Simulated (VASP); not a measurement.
# La (P6_3/mmc) in VASP: further runs

La is run at these levels: LDA; tasks: single point.

All numbers are computed with VASP 6.6.1; they aren't measurements. Logs are shortened: lines on timing, memory, paths and dates and some standing lists are left out, and cuts for length are marked.

## (1) The cell of the first run

Symmetry: P6_3/mmc, No. 194, hexagonal system. Conventional cell: a = 3.796 Å, b = 3.796 Å, c = 12.041 Å, α = 90.00°, β = 90.00°, γ = 120.00°. Within 4.9 Å of La (site symmetry -3m) lie 12 La at 3.72 to 3.80 Å. Within 4.9 Å of La (site symmetry -6m2) lie 12 La at 3.72 to 3.80 Å.

## (2) Single point, LDA

Contents of INCAR:

```
SYSTEM = La
ALGO = Normal
EDIFF = 1E-6
ENCUT = 520
ISIF = 2
ISMEAR = 0
LASPH = .TRUE.
LCHARG = .FALSE.
LREAL = .FALSE.
LWAVE = .FALSE.
NBANDS = 30
NELM = 60
PREC = Accurate
SIGMA = 0.1
```

Contents of KPOINTS:

```
k-points
0
G
  6 6 2
  0 0 0
```

Contents of POSCAR:

```
La
1.0
    3.7963115000      0.0000000000      0.0000000000
   -1.8981557500      3.2877022000      0.0000000000
    0.0000000000      0.0000000000     12.0412575300
La
4
Direct
    0.0000000000      0.0000000000      0.0000000000
    0.0000000000      0.0000000000      0.5000000000
    0.3333333300      0.6666666700      0.2500000000
    0.6666666700      0.3333333300      0.7500000000
```

Potentials or basis: VASP PAW LDA potentials, release 64 (La).

On the command line:

```console
$ cat potpaw_LDA.64/La/POTCAR > POTCAR
$ mpirun -np 1 vasp_std > vasp.out
```

OUTCAR:

```text
SYSTEM = La
   EDIFF = 1E-6
   ENCUT = 520
   ISIF = 2
   ISMEAR = 0
   LASPH = .TRUE.
   LREAL = .FALSE.
   NELM = 60
   PREC = Accurate

 ion  position               nearest neighbor table
   1  0.000  0.000  0.000-
   2  0.000  0.000  0.500-
   3  0.333  0.667  0.250-
   4  0.667  0.333  0.750-

  LATTYP: Found a hexagonal cell.
 ALAT       =     3.7963115000
 C/A-ratio  =     3.1718307441

  Lattice vectors:

 A1 = (   3.7963115000,   0.0000000000,   0.0000000000)
 A2 = (  -1.8981557500,   3.2877022000,   0.0000000000)
 A3 = (   0.0000000000,   0.0000000000,  12.0412575300)

Analysis of symmetry for initial positions (statically):
=====================================================================
 Subroutine PRICEL returns:
 Original cell was already a primitive cell.

 Routine SETGRP: Setting up the symmetry group for a
 hexagonal supercell.

 Subroutine GETGRP returns: Found 24 space group operations
 (whereof 12 operations were pure point group operations)
 out of a pool of 24 trial point group operations.

The static configuration has the point symmetry D_3d.
 The point group associated with its full space group is D_6h.

Analysis of symmetry for dynamics (positions and initial velocities):
=====================================================================
 Subroutine PRICEL returns:
 Original cell was already a primitive cell.

 Routine SETGRP: Setting up the symmetry group for a
 hexagonal supercell.

 Subroutine GETGRP returns: Found 24 space group operations
 (whereof 12 operations were pure point group operations)
 out of a pool of 24 trial point group operations.

The dynamic configuration has the point symmetry D_3d.
 The point group associated with its full space group is D_6h.

 Subroutine INISYM returns: Found 24 space group operations
 (whereof 12 operations are pure point group operations),
 and found     1 'primitive' translations

----------------------------------------------------------------------------------------

                                     Primitive cell

  volume of cell :     150.2886

  direct lattice vectors                    reciprocal lattice vectors
     3.796311500  0.000000000  0.000000000     0.263413579  0.152081901  0.000000000
    -1.898155750  3.287702200  0.000000000     0.000000000  0.304163802  0.000000000
     0.000000000  0.000000000 12.041257530     0.000000000  0.000000000  0.083047804

  length of vectors
     3.796311500  3.796311500 12.041257530     0.304163802  0.304163802  0.083047804

  position of ions in fractional coordinates (direct lattice)
     0.000000000  0.000000000  0.000000000
     0.000000000  0.000000000  0.500000000
     0.333333330  0.666666670  0.250000000
     0.666666670  0.333333330  0.750000000

  ion indices of the primitive-cell ions
   primitive index   ion index
                 1           1
                 2           2
                 3           3
                 4           4

----------------------------------------------------------------------------------------

 KPOINTS: k-points

Automatic generation of k-mesh.
 Grid dimensions read from file:
 generate k-points for:    6    6    2

 Generating k-lattice:

  Cartesian coordinates                     Fractional coordinates (reciprocal lattice)
     0.043902263  0.025346983  0.000000000     0.166666667  0.000000000  0.000000000
     0.000000000  0.050693967  0.000000000     0.000000000  0.166666667  0.000000000
     0.000000000  0.000000000  0.041523902     0.000000000  0.000000000  0.500000000

  Length of vectors
     0.050693967  0.050693967  0.041523902

  Shift w.r.t. Gamma in fractional coordinates (k-lattice)
     0.000000000  0.000000000  0.000000000

 Subroutine IBZKPT returns following result:
 ===========================================

 Found     14 irreducible k-points:

 Following reciprocal coordinates:
            Coordinates               Weight
  0.000000  0.000000  0.000000      1.000000
  0.166667  0.000000  0.000000      6.000000
  0.333333  0.000000  0.000000      6.000000
  0.500000  0.000000  0.000000      3.000000
  0.166667  0.166667  0.000000      6.000000
  0.333333  0.166667  0.000000     12.000000
  0.333333  0.333333  0.000000      2.000000
  0.000000  0.000000  0.500000      1.000000
  0.166667  0.000000  0.500000      6.000000
  0.333333  0.000000  0.500000      6.000000
  0.500000  0.000000  0.500000      3.000000
  0.166667  0.166667  0.500000      6.000000
  0.333333  0.166667  0.500000     12.000000
  0.333333  0.333333  0.500000      2.000000
   k-points           NKPTS =     14   k-points in BZ     NKDIM =     14   number of bands    NBANDS=     30
   number of dos      NEDOS =    301   number of ions     NIONS =      4
   total plane-waves  NPLWV =  70560
   dimension x,y,z NGX =    28 NGY =   28 NGZ =   90
   dimension x,y,z NGXF=    56 NGYF=   56 NGZF=  180
   ions per type =               4
   NGX,Y,Z   is equivalent  to a cutoff of  12.26, 12.26, 12.43 a.u.
   NGXF,Y,Z  is equivalent  to a cutoff of  24.52, 24.52, 24.85 a.u.
 SYSTEM =  La
   PREC   = accura    normal or accurate (medium, high low for compatibility)
   ISTART =      0    job   : 0-new  1-cont  2-samecut
   ICHARG =      2    charge: 1-file 2-atom 10-const
   ISPIN  =      1    spin polarized calculation?
   LNONCOLLINEAR =      F non collinear calculations
   LSORBIT =      F    spin-orbit coupling
   LASPH  =      T    aspherical Exc in radial PAW
   ENCUT  =  520.0 eV  38.22 Ry    6.18 a.u.   7.06  7.06 22.39*2*pi/ulx,y,z
   NELM   =     60;   NELMIN=  2; NELMDL= -5     # of ELM steps
   EDIFF  = 0.1E-05   stopping-criterion for ELM
   LREAL  =      F    real-space projection
   EDIFFG = 0.1E-04   stopping-criterion for IOM
   NSW    =      0    number of steps for IOM
   IBRION =     -1    ionic relax: 0-MD 1-quasi-New 2-CG
   NFREE  =      0    steps in history (QN), initial steepest desc. (CG)
   ISIF   =      2    stress and relaxation
   ISYM   =      2    0-nonsym 1-usesym 2-fastsym
   POTIM  = 0.5000    time-step for ionic-motion
   TEBEG  =    0.0;   TEEND  =   0.0 temperature during run
   PSTRESS=    0.0 pullay stress
   NELECT =      44.0000    total number of electrons
   NUPDOWN=      -1.0000    fix difference up-down
   EMIN   =  10.00;   EMAX   =-10.00  energy-range for DOS
   EFERMI =   0.00;   METHOD = LEGACY
   ISMEAR =     0;   SIGMA  =   0.10  broadening in eV -4-tet -1-fermi 0-gaus
   EFERMI_NEDOS =   21; number of points for ismear=-14 and -15
   IALGO  =     38    algorithm
   IMIX   =      4    mixing-type and parameters
     AMIX     =   0.40;   BMIX     =  1.00
     AMIX_MAG =   1.60;   BMIX_MAG =  1.00
  volume/ion in A,a.u.               =      37.57       253.55
  Fermi-wavevector in a.u.,A,eV,Ry     =   1.087052  2.054230 16.077762  1.181682
  Thomas-Fermi vector in A             =   2.223203
   LORBIT       =      0    0 simple, 1 ext, 2 COOP (PROOUT), +10 PAW based schemes
   GGA     = CA    functional components
   LHFCALC =     F    Hartree Fock is set to
   AEXX    =    0.0000 exact exchange contribution
   IVDW    =     0    specifies the selected vdW correction
   LEPSILON=     F    determine dielectric tensor
   LRPA    =     F    only Hartree local field effects (RPA)
 non-spin polarized calculation
 Gauss-broadening in eV      SIGMA  =   0.10
  energy-cutoff  :      520.00
  volume of cell :      150.29
 maximum number of plane-waves:      4071
   NGX = 15   NGY = 15   NGZ = 45

 number of electron      43.9999997 magnetization

 Free energy of the ion-electron system (eV)
  ---------------------------------------------------
  ext. energy  EPLUGINS =         0.00000000
  ---------------------------------------------------
  free energy    TOTEN  =       -22.09237021 eV

  energy without entropy =      -22.06023524  energy(sigma->0) =      -22.07630273

 E-fermi :   7.5780     XC(G=0):  -9.7171

 val. band max:        7.5379283686   @ k =   0.3333   0.3333   0.0000
 cond. band min:       7.6067892292   @ k =   0.1667   0.1667   0.0000
 fundamental gap:      0.0688608605
 Fermi energy:         7.5779615213

 k-point     1 :       0.0000    0.0000    0.0000
  band No.  band energies     occupation
      1     -25.2290      2.00000
      2     -25.1347      2.00000
      3     -25.1142      2.00000
      4     -25.0163      2.00000
      5      -9.6351      2.00000
      6      -8.9721      2.00000
[... 22 lines left out ...]
     29       8.8948      0.00000
     30       8.9347      0.00000

 k-point     2 :       0.1667    0.0000    0.0000
  band No.  band energies     occupation
      1     -25.1893      2.00000
      2     -25.1067      2.00000
      3     -25.0861      2.00000
      4     -25.0007      2.00000
      5      -9.5251      2.00000
      6      -9.0343      2.00000
[... 22 lines left out ...]
     29       8.9620      0.00000
     30       8.9996      0.00000

 k-point     3 :       0.3333    0.0000    0.0000
  band No.  band energies     occupation
      1     -25.1013      2.00000
      2     -25.0498      2.00000
      3     -25.0290      2.00000
      4     -24.9765      2.00000
      5      -9.3743      2.00000
      6      -9.3618      2.00000
[... 22 lines left out ...]
     29       8.8111      0.00000
     30       9.0666      0.00000

 k-point     4 :       0.5000    0.0000    0.0000
  band No.  band energies     occupation
      1     -25.0466      2.00000
      2     -25.0211      2.00000
      3     -25.0000      2.00000
      4     -24.9741      2.00000
      5      -9.5675      2.00000
      6      -9.5338      2.00000
[... 22 lines left out ...]
     29       9.1005      0.00000
     30       9.1566      0.00000

 k-point     5 :       0.1667    0.1667    0.0000
  band No.  band energies     occupation
      1     -25.1250      2.00000
      2     -25.0641      2.00000
      3     -25.0434      2.00000
      4     -24.9811      2.00000
      5      -9.3338      2.00000
      6      -9.2189      2.00000
[... 22 lines left out ...]
     29       8.7939      0.00000
     30       8.8267      0.00000

 k-point     6 :       0.3333    0.1667    0.0000
  band No.  band energies     occupation
      1     -25.0474      2.00000
      2     -25.0210      2.00000
      3     -25.0001      2.00000
      4     -24.9736      2.00000
      5      -9.4489      2.00000
      6      -9.4158      2.00000
[... 22 lines left out ...]
     29       8.8784      0.00000
     30       8.9709      0.00000

 k-point     7 :       0.3333    0.3333    0.0000
  band No.  band energies     occupation
      1     -25.0066      2.00000
      2     -25.0066      2.00000
      3     -24.9858      2.00000
      4     -24.9856      2.00000
      5      -9.3463      2.00000
      6      -9.2300      2.00000
[... 22 lines left out ...]
     29       8.9494      0.00000
     30       8.9585      0.00000

 k-point     8 :       0.0000    0.0000    0.5000
  band No.  band energies     occupation
      1     -25.1991      2.00000
      2     -25.1991      2.00000
      3     -25.0480      2.00000
      4     -25.0480      2.00000
      5      -9.4462      2.00000
      6      -9.4462      2.00000
[... 22 lines left out ...]
     29       8.9565      0.00000
     30       8.9761      0.00000

 k-point     9 :       0.1667    0.0000    0.5000
  band No.  band energies     occupation
      1     -25.1628      2.00000
      2     -25.1628      2.00000
      3     -25.0286      2.00000
      4     -25.0286      2.00000
      5      -9.3826      2.00000
      6      -9.3826      2.00000
[... 22 lines left out ...]
     29       8.9221      0.00000
     30       8.9584      0.00000

 k-point    10 :       0.3333    0.0000    0.5000
  band No.  band energies     occupation
      1     -25.0839      2.00000
      2     -25.0839      2.00000
      3     -24.9944      2.00000
      4     -24.9944      2.00000
      5      -9.3619      2.00000
      6      -9.3619      2.00000
[... 22 lines left out ...]
     29       8.8978      0.00000
     30       8.9481      0.00000

 k-point    11 :       0.5000    0.0000    0.5000
  band No.  band energies     occupation
      1     -25.0371      2.00000
      2     -25.0371      2.00000
      3     -24.9838      2.00000
      4     -24.9838      2.00000
      5      -9.4898      2.00000
      6      -9.4898      2.00000
[... 22 lines left out ...]
     29       9.0642      0.00000
     30       9.0978      0.00000

 k-point    12 :       0.1667    0.1667    0.5000
  band No.  band energies     occupation
      1     -25.1048      2.00000
      2     -25.1048      2.00000
      3     -25.0020      2.00000
      4     -25.0020      2.00000
      5      -9.3216      2.00000
      6      -9.3216      2.00000
[... 22 lines left out ...]
     29       8.9429      0.00000
     30       8.9542      0.00000

 k-point    13 :       0.3333    0.1667    0.5000
  band No.  band energies     occupation
      1     -25.0376      2.00000
      2     -25.0376      2.00000
      3     -24.9834      2.00000
      4     -24.9834      2.00000
      5      -9.3819      2.00000
      6      -9.3819      2.00000
[... 22 lines left out ...]
     29       8.8763      0.00000
     30       8.8782      0.00000

 k-point    14 :       0.3333    0.3333    0.5000
  band No.  band energies     occupation
      1     -25.0066      2.00000
      2     -25.0066      2.00000
      3     -24.9857      2.00000
      4     -24.9857      2.00000
      5      -9.2967      2.00000
      6      -9.2967      2.00000
[... 22 lines left out ...]
     29       8.9180      0.00000
     30       8.9410      0.00000

------------------------ aborting loop because EDIFF is reached ----------------------------------------

  FORCE on cell =-STRESS in cart. coord.  units (eV):
  Direction    XX          YY          ZZ          XY          YZ          ZX
  --------------------------------------------------------------------------------------
  -------------------------------------------------------------------------------------
  Total       -3.5475966     -3.5475966     -3.0056795      0.0000000     -0.0000000      0.0000000
  in kB      -37.8197506    -37.8197506    -32.0425518      0.0000000     -0.0000000      0.0000000
  external PRESSURE =     -35.8940176 kB  Pullay stress =       0.0000000 kB

 VOLUME and BASIS-vectors are now :
 -----------------------------------------------------------------------------
  energy-cutoff  :      520.00
  volume of cell :      150.29
      direct lattice vectors                 reciprocal lattice vectors
     3.796311500  0.000000000  0.000000000     0.263413579  0.152081901  0.000000000
    -1.898155750  3.287702200  0.000000000     0.000000000  0.304163802  0.000000000
     0.000000000  0.000000000 12.041257530     0.000000000  0.000000000  0.083047804

 POSITION                                       TOTAL-FORCE (eV/Angst)
 -----------------------------------------------------------------------------------
      0.00000      0.00000      0.00000         0.000000      0.000000     -0.000000
      0.00000      0.00000      6.02063         0.000000      0.000000     -0.000000
     -0.00000      2.19180      3.01031         0.000000     -0.000000      0.000000
      1.89816      1.09590      9.03094        -0.000000      0.000000     -0.000000
 -----------------------------------------------------------------------------------
    total drift:                               -0.000000      0.000000      0.000000

  FREE ENERGIE OF THE ION-ELECTRON SYSTEM (eV)
  ---------------------------------------------------
  free  energy   TOTEN  =       -22.0923702124 eV

  energy  without entropy=      -22.0602352433  energy(sigma->0) =      -22.07630273
```

Run time: 3.1 min. Hardware: 1 thread of Intel Xeon 8259CL, shared host; peak memory 0.24 GiB.

What came out:

```yaml
Free_energy: -22.0924 eV
Pressure: -3.6 GPa
Band_gap_on_the_k_mesh: zero (bands 22 and 23 overlap by 0.91 eV)
```

Stress tensor (GPa, compression positive):
```
-3.78  0.00  0.00
 0.00 -3.78  0.00
 0.00  0.00 -3.20
```

Caveat: the cell stands under tension; spin-orbit coupling is left out, which moves the levels of the heavy elements.

## (3) Single point, LDA

This run uses another cell than the first one, of 32.26 Å³/atom.

Contents of INCAR:

```
SYSTEM = La
  PREC = Accurate
  ENCUT = 520
  EDIFF = 1E-6
  ISMEAR = 0
  SIGMA = 0.1
  LREAL = .False.
  LASPH = .True.
  NELM = 100
  ALGO = Fast
  ISIF = 2
  LWAVE = .False.
  LCHARG = .True.
  LELF = .True.
  LVHAR = .True.
  NBANDS = 30
```

Contents of KPOINTS:

```
regular mesh
0
Gamma
  12 12 4
  0 0 0
```

Contents of POSCAR:

```
La
1.0
    3.5932089320      0.0000000000      0.0000000000
   -1.7966044660      3.1118102162      0.0000000000
    0.0000000000      0.0000000000     11.5423728012
La
4
Direct
    0.0000000000      0.0000000000      0.0000000000
    0.0000000000      0.0000000000      0.5000000000
    0.3333333333      0.6666666667      0.2500000000
    0.6666666667      0.3333333333      0.7500000000
```

Potentials or basis: VASP PAW LDA potentials, release 64 (La).

On the command line:

```console
$ cat potpaw_LDA.64/La/POTCAR > POTCAR
$ mpirun -np 1 vasp_std > vasp.out
```

It took 33 min on 1 thread of Intel Xeon 8259CL, shared host; peak memory 0.34 GiB.

It converged, with:

```yaml
Free_energy: -22.3452 eV
Pressure: -0.1 GPa
Band_gap_on_the_k_mesh: zero (bands 22 and 23 overlap by 1.21 eV)
```

Levels at points of the mesh, in eV from the Fermi level:
```csv
k point,band 19,band 20,band 21,band 22,band 23,band 24,band 25,band 26
"(0.00, 0.00, 0.00)",-1.73,-1.71,0.60,0.76,1.22,1.23,1.25,1.33
"(0.50, 0.00, 0.00)",-1.84,-1.28,-0.86,-0.29,-0.23,0.47,1.13,1.17
"(0.00, 0.00, 0.50)",-1.81,-1.81,0.70,0.70,1.29,1.30,1.33,1.34
"(0.50, 0.00, 0.50)",-1.54,-1.54,-1.32,-1.32,0.61,0.61,1.35,1.35
```

Caveat: spin-orbit coupling is left out, which moves the levels of the heavy elements.

## (4) Single point, LDA

This run uses another cell than the first one, of 32.24 Å³/atom.

Contents of INCAR:

```
SYSTEM = La
  ALGO = Fast
  EDIFF = 1E-6
  ENCUT = 520
  GGA = CA
  ISIF = 2
  ISMEAR = 0
  LASPH = .TRUE.
  LCHARG = .FALSE.
  LREAL = .FALSE.
  LWAVE = .FALSE.
  NBANDS = 30
  NELM = 60
  PREC = Accurate
  SIGMA = 0.1
```

Contents of KPOINTS:

```
k-points
0
G
  15 15 4
  0 0 0
```

Contents of POSCAR:

```
La
1.0
    3.5984130501      0.0000000000      0.0000000000
   -1.7992065250      3.1163171147      0.0000000000
    0.0000000000      0.0000000000     11.4997429821
La
4
Direct
    0.0000000000      0.0000000000      0.0000000000
    0.0000000000      0.0000000000      0.5000000000
    0.3333333333      0.6666666667      0.2500000000
    0.6666666667      0.3333333333      0.7500000000
```

On the command line:

```console
$ cat potpaw_LDA.64/La/POTCAR > POTCAR
$ mpirun -np 1 vasp_std > vasp.out
```

Wall time 43 min (1 thread of Intel Xeon 8259CL, shared host); peak memory 0.4 GiB.

Results (log left out):

```yaml
Free_energy: -22.3426 eV
Pressure: -0.1 GPa
Band_gap_on_the_k_mesh: zero (bands 22 and 23 overlap by 1.20 eV)
```

Levels at points of the mesh, in eV from the Fermi level:
| k point | band 19 | band 20 | band 21 | band 22 | band 23 | band 24 | band 25 | band 26 |
| --- | --- | --- | --- | --- | --- | --- | --- | --- |
| (0.00, 0.00, 0.00) | -1.72 | -1.70 | 0.60 | 0.78 | 1.22 | 1.24 | 1.25 | 1.27 |
| (0.00, 0.00, 0.50) | -1.81 | -1.81 | 0.71 | 0.71 | 1.30 | 1.30 | 1.31 | 1.33 |

Caveat: spin-orbit coupling is left out, which moves the levels of the heavy elements.

## (5) Overview

| cell | k mesh | gap on the mesh (eV) | pressure (GPa) |
| --- | --- | --- | --- |
| a = 3.796, b = 3.796, c = 12.041 Å, angles 90.0, 90.0, 120.0°, 4 atoms | 6 × 6 × 2 | none | -3.6 |
| a = 3.593, b = 3.593, c = 11.542 Å, angles 90.0, 90.0, 120.0°, 4 atoms | 12 × 12 × 4 | none | -0.1 |
| a = 3.598, b = 3.598, c = 11.500 Å, angles 90.0, 90.0, 120.0°, 4 atoms | 15 × 15 × 4 | none | -0.1 |

Alike in all rows: task single point; level LDA; potentials or basis VASP PAW LDA potentials, release 64 (La); no spin polarisation; cutoff (eV) 520; smearing gaussian 0.1 eV.

Caveats: spin-orbit coupling is left out, which moves the levels of the heavy elements; the cell stands under tension (at least some runs).

Total energies depend on the potentials used, so only differences within one code and one set of settings carry meaning.

The gap in the log of VASP goes by the Fermi energy; the results here count the filled bands.